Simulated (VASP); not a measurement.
**SiC: relaxation of cell and atoms with LDA**

The system is SiC.

```
CELL_PARAMETERS angstrom
3.07569 0.00000 0.00000
-1.53785 2.66363 0.00000
0.00000 0.00000 10.07065
ATOMIC_POSITIONS crystal
Si 0.66667 0.33333 0.93784
Si 0.33333 0.66667 0.43784
Si 0.00000 0.00000 0.68789
Si 0.00000 0.00000 0.18789
C 0.66667 0.33333 0.74980
C 0.33333 0.66667 0.24980
C 0.00000 0.00000 0.50046
C 0.00000 0.00000 0.00046
```

```json
{
 "Program": "VASP 6.6.1",
 "Task": "relaxation of cell and atoms",
 "Functional": "LDA",
 "Potentials or basis": "VASP PAW LDA potentials, release 64 (Si, C)",
 "Cutoff": "600 eV",
 "k mesh": "12 × 12 × 4",
 "Occupations": "gaussian, width 0.02 eV",
 "Spin": "no spin polarisation",
 "Dipole correction": "no",
 "Further INCAR settings": "ALGO = Normal; EDIFF = 1e-06; IBRION = 2; EDIFFG = -0.005; NSW = 100; ISIF = 3"
}
```

```json
{
  "Relaxed volume": "10.15 Å³/atom",
  "Relaxed cell": "a = 3.059 Å, b = 3.059 Å, c = 10.017 Å, α = 90.00°, β = 90.00°, γ = 120.00°",
  "Space group after relaxing (to 0.1 Å)": "P6_3mc (No. 186)",
  "Energy gained by relaxing": "1.8 meV/atom",
  "Ionic steps": "3",
  "Pressure after relaxing": "0.0 GPa",
  "Largest force after relaxing": "0.004 eV/Å",
  "Band gap on the k mesh": "2.17 eV (least direct gap 3.30 eV)"
}
```

Forces in eV/Å, atoms in the order of the input:
```
Si   0.000  0.000 -0.004
Si   0.000  0.000 -0.004
Si   0.000  0.000  0.002
Si   0.000  0.000  0.002
C    0.000  0.000  0.002
C    0.000  0.000  0.002
C    0.000  0.000 -0.001
C    0.000  0.000 -0.001
```

Step by step:
```
step  energy change (eV)  largest force (eV/Å)  pressure (GPa)  volume (Å³)
   1              0.0000                0.0044           -3.56        82.50
   2              0.0029                0.0134            4.11        79.79
   3             -0.0148                0.0039           -0.01        81.20
```

Final structure:
```yaml
crystal:
  lattice:
    - [3.05941, 0.00000, 0.00000]
    - [-1.52971, 2.64953, 0.00000]
    - [0.00000, 0.00000, 10.01670]
  atoms:
    - { symbol: Si, position: [0.66667, 0.33333, 0.93785] }
    - { symbol: Si, position: [0.33333, 0.66667, 0.43785] }
    - { symbol: Si, position: [0.00000, 0.00000, 0.68789] }
    - { symbol: Si, position: [0.00000, 0.00000, 0.18789] }
    - { symbol: C, position: [0.66667, 0.33333, 0.74980] }
    - { symbol: C, position: [0.33333, 0.66667, 0.24980] }
    - { symbol: C, position: [0.00000, 0.00000, 0.50046] }
    - { symbol: C, position: [0.00000, 0.00000, 0.00046] }
```

Levels at points of the mesh, in eV from the valence-band top:
```csv
k point,band 12,band 13,band 14,band 15,band 16,band 17,band 18,band 19,band 20,band 21
"(0.00, 0.00, 0.00)",-0.59,-0.59,-0.05,0.00,0.00,5.21,5.78,6.42,6.55,6.98
"(0.50, 0.00, 0.00)",-2.42,-2.39,-2.24,-1.59,-1.13,2.17,2.30,4.18,4.77,5.27
"(0.00, 0.00, 0.50)",-1.05,-0.21,-0.21,-0.21,-0.21,5.42,5.42,6.90,6.90,7.06
"(0.50, 0.00, 0.50)",-3.06,-2.54,-2.54,-1.57,-1.57,2.58,2.58,4.17,4.17,6.15
```

Run time: 110 s on 1 thread of AMD EPYC 9R45 96-Core Processor (Zen 5), on a shared host, peak memory 0.22 GiB.

A k mesh can miss the band edges.
